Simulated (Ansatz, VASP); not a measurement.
## Two plane-wave programs on C

```xyz
10
Lattice="1.2456 0.7192 9.9463 -1.2456 0.7192 9.9463 0.0000 -1.4383 9.9463" Properties=species:S:1:pos:R:3 pbc="T T T"
C     0.0000    0.0000    0.7406
C     0.0000    0.0000   29.0982
C     0.0000    0.0000    3.2433
C     0.0000    0.0000   26.5954
C     0.0000    0.0000    4.7254
C     0.0000    0.0000   25.1133
C     0.0000    0.0000   11.1855
C     0.0000    0.0000   18.6533
C     0.0000    0.0000   12.6911
C     0.0000    0.0000   17.1477
```

Change from the starting cell: strain -0.0300 x Voigt [0, 0, 1, 0, 0, 0], atoms carried along.

Alike in both runs: task single point; functional LDA; k mesh 12 × 12 × 12; occupations gaussian, width 0.05 eV; no spin polarisation.

|  | VASP | Ansatz |
| --- | --- | --- |
| version | VASP 6.6.1 | Ansatz 0.2.0 |
| potentials or method | VASP PAW LDA potentials, release 64 (C), cutoff 520 eV | scalar-relativistic, plane waves, PAW |
| valence electrons in the cell | 40 | 40 |

|  | VASP | Ansatz | Ansatz less VASP |
| --- | --- | --- | --- |
| gap on the k mesh at the Fermi level (eV) | 4.28 | 4.29 | +0.008 |
| least direct gap on the mesh (eV) | 5.08 | 5.08 | 0.000 |
| pressure (GPa) | 17.5 | 15.7 | -1.81 |
| traceless stress, the component that is largest in VASP (GPa) | 28.48 | 28.36 | -0.122 |
| rms of the force components (eV/Å) | 0.129 | 0.125 | -0.0047 |

LDA's correlation is that of Perdew and Zunger in VASP and of Perdew and Wang (1992) in Ansatz. Atom by atom the forces differ by 0.005 eV/Å (rms over components).
